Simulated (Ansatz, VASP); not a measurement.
**Two plane-wave programs on KF**

POSCAR

```
KF
1.0
    0.0000000000      2.6589605792      2.6589605792
    2.6589605792      0.0000000000      2.6589605792
    2.6589605792      2.6589605792      0.0000000000
K F
1 1
Direct
    0.0000000000      0.0000000000      0.0000000000
    0.5000000000      0.5000000000      0.5000000000
```

File INCAR.step1:

```
SYSTEM = KF
ALGO     = Normal         ! electronic algorithm
EDIFF    = 1E-4           ! SCF threshold, eV
ENCUT    = 520            ! plane-wave cutoff, eV
GGA      = PE             ! functional
ISMEAR   = -1             ! smearing method
LASPH    = .TRUE.         ! aspherical terms in the spheres
LCHARG   = .FALSE.        ! write CHGCAR
LREAL    = .FALSE.        ! projectors in reciprocal space
LWAVE    = .TRUE.         ! write WAVECAR
NBANDS   = 15             ! bands
NELM     = 100            ! most SCF steps
PREC     = Accurate       ! precision mode
SIGMA    = 0.05           ! smearing width, eV
```

The input INCAR.step2:

```
SYSTEM = KF
ALGO     = Normal         ! electronic algorithm
EDIFF    = 1E-6           ! SCF threshold, eV
ENCUT    = 520            ! plane-wave cutoff, eV
ISIF     = 2              ! what is computed and relaxed
ISMEAR   = -1             ! smearing method
ISTART   = 1            
LASPH    = .TRUE.         ! aspherical terms in the spheres
LCHARG   = .FALSE.        ! write CHGCAR
LMIXTAU  = .TRUE.       
LREAL    = .FALSE.        ! projectors in reciprocal space
LWAVE    = .FALSE.        ! write WAVECAR
METAGGA  = R2SCAN         ! meta-GGA
NBANDS   = 15             ! bands
NELM     = 100            ! most SCF steps
PREC     = Accurate       ! precision mode
SIGMA    = 0.05           ! smearing width, eV
```

The input KPOINTS:

```
k-points
0
G
  6 6 6
  0 0 0
```

Input for Ansatz:

```yaml
crystal:
  lattice:
    - [0.0, 2.6589605792, 2.6589605792]
    - [2.6589605792, 0.0, 2.6589605792]
    - [2.6589605792, 2.6589605792, 0.0]
  atoms:
    - { symbol: K, position: [0.0, 0.0, 0.0] }
    - { symbol: F, position: [0.5, 0.5, 0.5] }
kpoints:
  mp_grid: { grid: [6, 6, 6] }
hamiltonian:
  xc: r2scan
scf:
  occupations: { method: fermi_dirac, width: 0.05 }
  n_extra_bands: 4
output:
  forces: true
  stress: true
  eigenvalues: true
```

Alike in both runs: task single point; functional r2SCAN; k mesh 6 × 6 × 6; occupations fermi-dirac, width 0.05 eV; no spin polarisation.

```csv
,VASP,Ansatz
version,VASP 6.6.1,Ansatz 0.2.0
potentials or method,"VASP PAW PBE potentials, release 64 (K_sv, F)",plane waves
plane-wave cutoff (eV),520,500
valence electrons in the cell,16,16
```

|  | VASP | Ansatz | Ansatz less VASP |
| --- | --- | --- | --- |
| gap on the k mesh at the Fermi level (eV) | 6.91 | 6.91 | +0.001 |
| pressure (GPa) | 0.0 | 0.0 | +0.04 |

VASP's potentials were made for PBE, not for r2SCAN.
